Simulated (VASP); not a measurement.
A run of VASP 6.6.1:

File INCAR:

```
PREC = Accurate
ENCUT = 520
EDIFF = 1E-6
ISMEAR = 0
SIGMA = 0.05
LREAL = False
LASPH = True
NELM = 150
ALGO = Normal
ISIF = 2
LWAVE = False
LCHARG = False
ISPIN = 2
MAGMOM = 2.5 2.5
LORBIT = 11
LMAXMIX = 4
GGA = PE
NBANDS = 19
```

Contents of KPOINTS:

```
regular mesh
0
Gamma
  16 16 16
```

Contents of POSCAR:

```
Fe
1.0
    2.8311865314      0.0000000000      0.0000000000
    0.0000000000      2.8311865314      0.0000000000
    0.0000000000      0.0000000000      2.8311865314
Fe
2
Direct
    0.0000000000      0.0000000000      0.0000000000
    0.5000000000      0.5000000000      0.5000000000
```

Potentials or basis: VASP PAW PBE potentials, release 64 (Fe).

The run is started by

```console
$ cat potpaw_PBE.64/Fe/POTCAR > POTCAR
$ mpirun -np 1 vasp_std > vasp.out
```

Hardware: 1 thread of Intel(R) Xeon(R) Platinum 8559C (Emerald Rapids), on a shared host.

Problem. How long does it take, and how much memory?

Solution. Wall time 53 s on 1 thread of Intel(R) Xeon(R) Platinum 8559C (Emerald Rapids), with other jobs on the host, peak memory 0.22 GiB. Counts: scf iterations 14, k points 165.
